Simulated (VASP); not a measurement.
Input of a VASP 6.6.1 run:

INCAR

```
SYSTEM = MoSe
PREC = Accurate
ENCUT = 520
EDIFF = 1E-7
ISMEAR = 0
SIGMA = 0.1
LREAL = .FALSE.
LASPH = .TRUE.
NELM = 150
ALGO = Normal
ISIF = 2
LWAVE = .FALSE.
LCHARG = .FALSE.
ISPIN = 2
MAGMOM = 3.5 0
LORBIT = 11
LMAXMIX = 4
GGA = PS
NBANDS = 21
```

The input KPOINTS:

```
regular mesh
0
G
  14 14 14
  0 0 0
```

Contents of POSCAR:

```
MoSe
1.0
    0.0000000000      2.5748516652      2.5748516652
    2.5748516652      0.0000000000      2.5748516652
    2.5748516652      2.5748516652      0.0000000000
Mo Se
1 1
Direct
    0.0000000000      0.0000000000      0.0000000000
    0.5000000000      0.5000000000      0.5000000000
```

Potentials or basis: VASP PAW PBE potentials, release 64 (Mo_sv, Se).

Command:

```bash
$ cat potpaw_PBE.64/Mo_sv/POTCAR potpaw_PBE.64/Se/POTCAR > POTCAR
$ mpirun -np 1 vasp_std > vasp.out
```

(1) Estimate the net moment.

(2) What does it give for the band gap on the k mesh?

Results:

(1) 0.00 μB per cell.

(2) zero (filled and empty bands overlap).
